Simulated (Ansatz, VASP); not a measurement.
**One calculation of CuO, two programs**

```
CELL_PARAMETERS angstrom
0.00000 2.11656 2.11656
2.11656 0.00000 2.11656
2.11656 2.11656 0.00000
ATOMIC_POSITIONS crystal
Cu 0.00000 0.00000 0.00000
O 0.50000 0.50000 0.50000
```

Alike in both runs: task single point; functional LDA; k mesh 6 × 6 × 6; collinear spin.

|  | VASP | Ansatz |
| --- | --- | --- |
| version | VASP 6.6.1 | Ansatz 0.2.0 |
| potentials or method | VASP PAW LDA potentials, release 64 (Cu, O), cutoff 520 eV | scalar-relativistic, plane waves, PAW |
| occupations | methfessel-paxton of order 1, width 0.052 eV | cold, width 0.052 eV |
| valence electrons in the cell | 17 | 25 |

Ansatz gave:

* gap on the k mesh at the Fermi level (eV): none
* pressure (GPa): -14.4
* net moment per atom (μB): 0.16
* size of the moment on the site where the two differ most (μB): 0.21

Which values does VASP return?

gap on the k mesh at the Fermi level (eV): none; pressure (GPa): -14.0; net moment per atom (μB): 0.17; size of the moment on the site where the two differ most (μB): 0.22.

LDA's correlation is that of Perdew and Zunger in VASP and of Perdew and Wang (1992) in Ansatz. Site moments also hang on the region over which each program counts them. A gap of «none» marks a metal or a gap that the smearing closes. VASP's potentials hold 17 valence electrons a cell and Ansatz's 25, so a difference there can come from the potentials and not from the codes. Ansatz's warnings: stability check not made.

The k mesh is coarse, so the values compare programs but aren't converged.
